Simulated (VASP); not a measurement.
# ZnO (Cmcm) in VASP: single point with PBE+D3(BJ)

Aim: the single point of ZnO with PBE+D3(BJ).

Everything below comes from runs of VASP 6.6.1. Logs are shortened: lines on timing, memory, paths and dates and some standing lists are left out, and cuts for length are marked.

**1. The cell of the first run**

The structure is orthorhombic, space group Cmcm (No. 63). The conventional cell has a = 3.323 Å, b = 5.558 Å, c = 6.169 Å, α = 90.00°, β = 90.00°, γ = 90.00°. Within 2.5 Å of Zn (site symmetry m2m) lie 3 O at 1.85 to 1.90 Å. Within 2.5 Å of O (site symmetry m2m) lie 3 Zn at 1.85 to 1.90 Å.

**2. Single point, PBE+D3(BJ) (strain +0.0175 x Voigt [1, -1, 0, 0, 0, 0])**

The input, INCAR:

```
SYSTEM = ZnO
PREC = Accurate ; ENCUT = 520
EDIFF = 1E-7 ; ISMEAR = 0
SIGMA = 0.05 ; LREAL = .FALSE.
LASPH = .TRUE. ; NELM = 60
ALGO = Normal ; ISIF = 2
LWAVE = .FALSE. ; LCHARG = .FALSE.
GGA = PE ; IVDW = 12
NBANDS = 26
```

The input, KPOINTS:

```
Automatic mesh
0
G
  12 12 6
  0 0 0
```

The input, POSCAR:

```
ZnO
1.0
    3.3234349647      0.0000000000      0.0000000000
   -1.6617174823      2.7791754033      0.0000000000
    0.0000000000      0.0000000000      6.1688483439
Zn O
2 2
Direct
    0.0000000000      0.0000000000      0.7500000000
    0.0000000000      0.0000000000      0.2500000000
    0.3333333333      0.6666666667      0.2500000000
    0.6666666667      0.3333333333      0.7500000000
```

Potentials or basis: VASP PAW PBE potentials, release 64 (Zn, O).

Launch:

```
$ cat potpaw_PBE.64/Zn/POTCAR potpaw_PBE.64/O/POTCAR > POTCAR
$ mpirun -np 1 vasp_std > vasp.out
```

OUTCAR:

```text
SYSTEM = ZnO
   PREC = Accurate
   ENCUT = 520
   EDIFF = 1E-7
   ISMEAR = 0
   LREAL = .FALSE.
   LASPH = .TRUE.
   NELM = 60
   ISIF = 2
   GGA = PE
   IVDW = 12
 IVDW          = 12

 ion  position               nearest neighbor table
   1  0.000  0.000  0.750-   4 1.85   4 1.90   4 1.90
   2  0.000  0.000  0.250-   3 1.85   3 1.90   3 1.90
   3  0.333  0.667  0.250-   2 1.85   2 1.90   2 1.90
   4  0.667  0.333  0.750-   1 1.85   1 1.90   1 1.90

  Warning from LATTYP: Monoclinic adjustment (A1->A3, A2->A1, A3->A2)!
  LATTYP: Found a base centered orthorhombic cell.
 ALAT       =     3.3234349647
 B/A-ratio  =     1.6724716643
 C/A-ratio  =     1.8561664090

  Lattice vectors:

 A1 = (   1.6617174823,  -2.7791754033,   0.0000000000)
 A2 = (   1.6617174824,   2.7791754033,   0.0000000000)
 A3 = (   0.0000000000,   0.0000000000,   6.1688483439)

Analysis of symmetry for initial positions (statically):
=====================================================================
 Subroutine PRICEL returns:
 Original cell was already a primitive cell.

 Routine SETGRP: Setting up the symmetry group for a
 base centered orthorhombic supercell.

 Subroutine GETGRP returns: Found  8 space group operations
 (whereof  4 operations were pure point group operations)
 out of a pool of  8 trial point group operations.

The static configuration has the point symmetry C_2h.
 The point group associated with its full space group is D_2h.

Analysis of symmetry for dynamics (positions and initial velocities):
=====================================================================
 Subroutine PRICEL returns:
 Original cell was already a primitive cell.

 Routine SETGRP: Setting up the symmetry group for a
 base centered orthorhombic supercell.

 Subroutine GETGRP returns: Found  8 space group operations
 (whereof  4 operations were pure point group operations)
 out of a pool of  8 trial point group operations.

The dynamic configuration has the point symmetry C_2h.
 The point group associated with its full space group is D_2h.

 Subroutine INISYM returns: Found  8 space group operations
 (whereof  4 operations are pure point group operations),
 and found     1 'primitive' translations

----------------------------------------------------------------------------------------

                                     Primitive cell

  volume of cell :      56.9780

  direct lattice vectors                    reciprocal lattice vectors
     3.323434965  0.000000000  0.000000000     0.300893506  0.179909479  0.000000000
    -1.661717482  2.779175403  0.000000000     0.000000000  0.359818959  0.000000000
[... 94 lines left out ...]
   NFREE  =      0    steps in history (QN), initial steepest desc. (CG)
   ISIF   =      2    stress and relaxation
   ISYM   =      2    0-nonsym 1-usesym 2-fastsym
   POTIM  = 0.5000    time-step for ionic-motion
   TEBEG  =    0.0;   TEEND  =   0.0 temperature during run
   PSTRESS=    0.0 pullay stress
   NELECT =      36.0000    total number of electrons
   NUPDOWN=      -1.0000    fix difference up-down
   EMIN   =  10.00;   EMAX   =-10.00  energy-range for DOS
   EFERMI =   0.00;   METHOD = LEGACY
   ISMEAR =     0;   SIGMA  =   0.05  broadening in eV -4-tet -1-fermi 0-gaus
   EFERMI_NEDOS =   21; number of points for ismear=-14 and -15
   IALGO  =     38    algorithm
   IMIX   =      4    mixing-type and parameters
     AMIX     =   0.40;   BMIX     =  1.00
     AMIX_MAG =   1.60;   BMIX_MAG =  1.00
  volume/ion in A,a.u.               =      14.24        96.13
  Fermi-wavevector in a.u.,A,eV,Ry     =   1.404774  2.654639 26.849616  1.973391
  Thomas-Fermi vector in A             =   2.527302
   LORBIT       =      0    0 simple, 1 ext, 2 COOP (PROOUT), +10 PAW based schemes
   GGA     = PE    functional components
   LHFCALC =     F    Hartree Fock is set to
   AEXX    =    0.0000 exact exchange contribution
   IVDW    =    12    specifies the selected vdW correction
   LEPSILON=     F    determine dielectric tensor
   LRPA    =     F    only Hartree local field effects (RPA)
 non-spin polarized calculation
 Gauss-broadening in eV      SIGMA  =   0.05
  energy-cutoff  :      520.00
  volume of cell :       56.98
 maximum number of plane-waves:      1564
 NGX is ok and might be reduce to    28
   NGX = 13   NGY = 13   NGZ = 23

 number of electron      35.9999987 magnetization

 Free energy of the ion-electron system (eV)
  ---------------------------------------------------
  ext. energy  EPLUGINS =         0.00000000
  ---------------------------------------------------
  free energy    TOTEN  =       -16.87239168 eV

  energy without entropy =      -16.87239168  energy(sigma->0) =      -16.87239168

 E-fermi :   0.3583     XC(G=0):  -9.8694

 val. band max:        0.0770782779   @ k =   0.0000   0.0000   0.0000
 cond. band min:       0.7282525777   @ k =   0.0000   0.0000   0.0000
 fundamental gap:      0.6511742998
 Fermi energy:         0.3583481625

 k-point     1 :       0.0000    0.0000    0.0000
  band No.  band energies     occupation
      1     -17.6526      2.00000
      2     -17.4227      2.00000
      3      -6.2392      2.00000
      4      -6.2307      2.00000
      5      -6.1852      2.00000
      6      -6.1815      2.00000
[... 685 lines left out ...]
     25      12.7432      0.00000
     26      13.0745      0.00000

 [... further k-points ...]

------------------------ aborting loop because EDIFF is reached ----------------------------------------

 Edisp (eV)   -0.74909

 E8    (eV) :    -0.2845

  FORCE on cell =-STRESS in cart. coord.  units (eV):
  Direction    XX          YY          ZZ          XY          YZ          ZX
  --------------------------------------------------------------------------------------
  -------------------------------------------------------------------------------------
  Total      -0.95225     2.20829    -0.04456     0.00000     0.00000     0.00000
  in kB     -26.77649    62.09542    -1.25301     0.00000     0.00000     0.00000
  external pressure =       11.36 kB  Pullay stress =        0.00 kB

 VOLUME and BASIS-vectors are now :
 -----------------------------------------------------------------------------
  energy-cutoff  :      520.00
  volume of cell :       56.98
      direct lattice vectors                 reciprocal lattice vectors
     3.323434965  0.000000000  0.000000000     0.300893506  0.179909479  0.000000000
    -1.661717482  2.779175403  0.000000000     0.000000000  0.359818959  0.000000000
     0.000000000  0.000000000  6.168848344     0.000000000  0.000000000  0.162104812

 POSITION                                       TOTAL-FORCE (eV/Angst)
 -----------------------------------------------------------------------------------
      0.00000      0.00000      4.62664         0.000000      0.519338      0.000000
      0.00000      0.00000      1.54221        -0.000000     -0.519338     -0.000000
     -0.00000      1.85278      1.54221         0.000000      0.492367      0.000000
      1.66172      0.92639      4.62664        -0.000000     -0.492367      0.000000
 -----------------------------------------------------------------------------------
    total drift:                                0.000000     -0.000000      0.000000

  FREE ENERGIE OF THE ION-ELECTRON SYSTEM (eV)
  ---------------------------------------------------
  free  energy   TOTEN  =       -17.6214778589 eV

  energy  without entropy=      -17.6214778589  energy(sigma->0) =      -17.62147786
```

It took 3.7 min on 1 thread of AMD EPYC 7R43 (Zen 3), shared host; peak memory 0.3 GiB.

What came out:

```
Free energy                : -17.6215 eV
Pressure                   : 1.1 GPa
Largest force              : 0.519 eV/Å
Band gap on the k mesh     : 0.65 eV
Dispersion energy per atom : -0.187 eV
```

Forces in eV/Å, atoms in the order of the input:
```
Zn   0.000  0.519  0.000
Zn   0.000 -0.519  0.000
O    0.000  0.492  0.000
O    0.000 -0.492  0.000
```

Stress tensor (GPa, compression positive):
```
-2.68  0.00  0.00
 0.00  6.21  0.00
 0.00  0.00 -0.13
```

Caveat: the cell differs from its parent crystal (strain +0.0175 x Voigt [1, -1, 0, 0, 0, 0]).
